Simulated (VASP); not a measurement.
# W (Im-3m) in VASP: vibrations by perturbation theory with PBE

Aim: the vibrations by perturbation theory of W with PBE.

All numbers are computed with VASP 6.6.1; they aren't measurements. Logs are shortened: lines on timing, memory, paths and dates and some standing lists are left out, and cuts for length are marked.

### Step 1. The cell of the first run

The structure is cubic, space group Im-3m (No. 229). The conventional cell has a = 3.195 Å, b = 3.195 Å, c = 3.195 Å, α = 90.00°, β = 90.00°, γ = 90.00°. W (site symmetry m-3m) has 14 W at 2.77 to 3.19 Å within 3.6 Å.

### Step 2. Vibrations by perturbation theory, PBE

The input, INCAR:

```
SYSTEM = W
PREC     = Accurate       ! precision mode
ENCUT    = 520            ! plane-wave cutoff, eV
EDIFF    = 1E-8           ! SCF threshold, eV
ISMEAR   = 0              ! smearing method
SIGMA    = 0.15           ! smearing width, eV
LREAL    = .False.        ! projectors in reciprocal space
LASPH    = .True.         ! aspherical terms in the spheres
NELM     = 80             ! most SCF steps
ALGO     = Normal         ! electronic algorithm
ISIF     = 2              ! what is computed and relaxed
LWAVE    = .False.        ! write WAVECAR
LCHARG   = .False.        ! write CHGCAR
GGA      = PE             ! functional
IBRION   = 8              ! ionic algorithm
NSW      = 1              ! ionic steps
```

The input, KPOINTS:

```
Automatic mesh
0
Gamma
  16 16 16
  0 0 0
```

The input, POSCAR:

```
W
1.0
    0.0000000000     -3.1946000000      0.0000000000
   -3.1946000000      0.0000000000      0.0000000000
    0.0000000000      0.0000000000     -3.1946000000
W
2
Direct
    0.5000000000      0.5000000000      0.5000000000
    0.0000000000      0.0000000000      0.0000000000
```

Potentials or basis: VASP PAW PBE potentials, release 64 (W_sv).

Launch:

```bash
$ cat potpaw_PBE.64/W_sv/POTCAR > POTCAR
$ mpirun -np 1 vasp_std > vasp.out
```

OUTCAR:

```text
SYSTEM = W
   PREC = Accurate
   ENCUT = 520
   EDIFF = 1E-8
   ISMEAR = 0
   LREAL = .False.
   LASPH = .True.
   NELM = 80
   ISIF = 2
   GGA = PE
   IBRION = 8
   NSW = 1

 ion  position               nearest neighbor table
   1  0.500  0.500  0.500-   2 2.77   2 2.77   2 2.77   2 2.77   2 2.77   2 2.77   2 2.77   2 2.77

   2  0.000  0.000  0.000-   1 2.77   1 2.77   1 2.77   1 2.77   1 2.77   1 2.77   1 2.77   1 2.77

  LATTYP: Found a simple cubic cell.
 ALAT       =     3.1946000000

  Lattice vectors:

 A1 = (   0.0000000000,  -3.1946000000,   0.0000000000)
 A2 = (  -3.1946000000,   0.0000000000,   0.0000000000)
 A3 = (   0.0000000000,   0.0000000000,  -3.1946000000)

Analysis of symmetry for initial positions (statically):
=====================================================================
 Subroutine PRICEL returns following result:

  LATTYP: Found a body centered cubic cell.
 ALAT       =     3.1946000000

  Lattice vectors:

 A1 = (  -1.5973000000,  -1.5973000000,   1.5973000000)
 A2 = (  -1.5973000000,   1.5973000000,  -1.5973000000)
 A3 = (   1.5973000000,  -1.5973000000,  -1.5973000000)

   2 primitive cells build up your supercell.

 Routine SETGRP: Setting up the symmetry group for a
 simple cubic supercell.

 Subroutine GETGRP returns: Found 48 space group operations
 (whereof 48 operations were pure point group operations)
 out of a pool of 48 trial point group operations.

The static configuration has the point symmetry O_h .

Analysis of symmetry for dynamics (positions and initial velocities):
=====================================================================
 Subroutine PRICEL returns following result:

  LATTYP: Found a body centered cubic cell.
 ALAT       =     3.1946000000

[... 685 lines left out ...]
  external PRESSURE =     -25.6107858 kB  Pullay stress =       0.0000000 kB

 VOLUME and BASIS-vectors are now :
 -----------------------------------------------------------------------------
  energy-cutoff  :      520.00
  volume of cell :       32.60
      direct lattice vectors                 reciprocal lattice vectors
     0.000000000 -3.194600000  0.000000000     0.000000000 -0.313028235  0.000000000
    -3.194600000  0.000000000  0.000000000    -0.313028235  0.000000000  0.000000000
     0.000000000  0.000000000 -3.194600000     0.000000000  0.000000000 -0.313028235

 POSITION                                       TOTAL-FORCE (eV/Angst)
 -----------------------------------------------------------------------------------
     -1.59730     -1.59730     -1.59730        -0.000000     -0.000000     -0.000000
      0.00000      0.00000      0.00000         0.000000      0.000000      0.000000
 -----------------------------------------------------------------------------------
    total drift:                               -0.000000     -0.000000      0.000000

  FREE ENERGIE OF THE ION-ELECTRON SYSTEM (eV)
  ---------------------------------------------------
  free  energy   TOTEN  =       -25.9100801561 eV

  energy  without entropy=      -25.8963795331  energy(sigma->0) =      -25.90322984

[... ionic steps 2 to 3 ...]

--------------------------------------- Ionic step        4  -------------------------------------------

 Free energy of the ion-electron system (eV)
  ---------------------------------------------------
  ---------------------------------------------------
  free energy    TOTEN  =        -0.32066992 eV

  energy without entropy =       -0.32066992

------------------------ aborting loop because EDIFF is reached ----------------------------------------

 INTERNAL STRAIN TENSOR  FOR ION    1  DIRECTION 1   (eV/Angst):
 -----------------------------------------------------------------------------
    -0.02893  0.00000  0.00000
    -0.00000  0.00603 -0.00000
    -0.00000 -0.00000  0.00603

 INTERNAL STRAIN TENSOR FOR ION    2 for displacements in x,y,z  (eV/Angst):
          X           Y           Z          XY          YZ          ZX
  --------------------------------------------------------------------------------
  x     0.00000     0.00000     0.00000     0.00000     0.00000     0.00000
  y     0.00000     0.00000     0.00000     0.00000     0.00000     0.00000
  z     0.00000     0.00000     0.00000     0.00000     0.00000     0.00000

 SECOND DERIVATIVES (NOT SYMMETRIZED)
 ------------------------------------
               1X          1Y          1Z          2X          2Y          2Z
  1X    -9.357977   -0.000000   -0.000000    9.357977    0.000000    0.000000
  1Y    -0.000000   -9.357977   -0.000000    0.000000    9.357977    0.000000
  1Z     0.000000    0.000000   -9.357977   -0.000000   -0.000000    9.357977
  2X     9.357977    0.000000    0.000000   -9.357977   -0.000000   -0.000000
  2Y     0.000000    9.357977    0.000000   -0.000000   -9.357977   -0.000000
  2Z    -0.000000   -0.000000    9.357977    0.000000    0.000000   -9.357977

 Eigenvectors and eigenvalues of the dynamical matrix
 ----------------------------------------------------

   1 f  =    4.987982 THz    31.340416 2PiTHz  166.381177 cm-1    20.628628 meV
             X         Y         Z           dx          dy          dz
     -1.597300 -1.597300 -1.597300    -0.109161    0.698630    0.000000
      0.000000  0.000000  0.000000     0.109161   -0.698630    0.000000
[... 11 lines left out ...]
   4 f  =    0.000000 THz     0.000000 2PiTHz    0.000000 cm-1     0.000000 meV
             X         Y         Z           dx          dy          dz
     -1.597300 -1.597300 -1.597300     0.000000    0.000000    0.707107
      0.000000  0.000000  0.000000    -0.000000    0.000000    0.707107

   5 f/i=    0.000000 THz     0.000000 2PiTHz    0.000000 cm-1     0.000000 meV
             X         Y         Z           dx          dy          dz
     -1.597300 -1.597300 -1.597300    -0.707032    0.010281    0.000000
      0.000000  0.000000  0.000000    -0.707032    0.010281    0.000000

   6 f/i=    0.000000 THz     0.000000 2PiTHz    0.000002 cm-1     0.000000 meV
             X         Y         Z           dx          dy          dz
     -1.597300 -1.597300 -1.597300    -0.010281   -0.707032    0.000000
      0.000000  0.000000  0.000000    -0.010281   -0.707032    0.000000

--------------------------------------------------------------------------------------------------------

 ELASTIC MODULI CONTR FROM IONIC RELAXATION (kBar)
 Direction    XX          YY          ZZ          XY          YZ          ZX
 --------------------------------------------------------------------------------
 XX           0.0000      0.0000      0.0000      0.0000      0.0000      0.0000
 YY           0.0000      0.0000      0.0000      0.0000      0.0000      0.0000
 ZZ           0.0000      0.0000      0.0000      0.0000      0.0000      0.0000
 XY           0.0000      0.0000      0.0000      0.0000      0.0000      0.0000
 YZ           0.0000      0.0000      0.0000      0.0000      0.0000      0.0000
 ZX           0.0000      0.0000      0.0000      0.0000      0.0000      0.0000
 --------------------------------------------------------------------------------
```

OSZICAR:

```text
N       E                     dE             d eps       ncg     rms          rms(c)
DAV:   1     0.261945384380E+03    0.26195E+03   -0.16448E+04  5980   0.181E+03
DAV:   2    -0.181261323444E+02   -0.28007E+03   -0.27559E+03  6478   0.503E+02
DAV:   3    -0.270612601063E+02   -0.89351E+01   -0.87021E+01  7388   0.833E+01
DAV:   4    -0.271947636369E+02   -0.13350E+00   -0.13257E+00  7122   0.962E+00
[... 32 lines left out ...]
RMM:  15    -0.320669895124E+00   -0.41563E-07    0.24136E-07 29295   0.137E-04    0.835E-07
RMM:  16    -0.320669899507E+00   -0.43828E-08    0.17007E-07 25613   0.119E-04    0.989E-07
RMM:  17    -0.320669912264E+00   -0.12757E-07    0.12605E-07 27833   0.111E-04    0.545E-07
RMM:  18    -0.320669918609E+00   -0.63455E-08    0.10499E-07 16472   0.104E-04    0.894E-07
RMM:  19    -0.320669916622E+00    0.19872E-08    0.77333E-08 10976   0.986E-05    0.127E-06
 Linear response finished
```

Wall time 3.4 min (1 thread of AMD EPYC 9R45 (Zen 5), shared host); peak memory 0.49 GiB.

Results:

```
Highest phonon frequency at Γ : 166 cm⁻¹
```

Phonon frequencies in cm⁻¹ (negative: imaginary):
```
              q point        frequencies
(0.000, 0.000, 0.000)  0 0 0 166 166 166
```

Caveat: the cell stands under pressure or tension, which shifts response properties; spin-orbit coupling is left out, which moves the levels of the heavy elements.
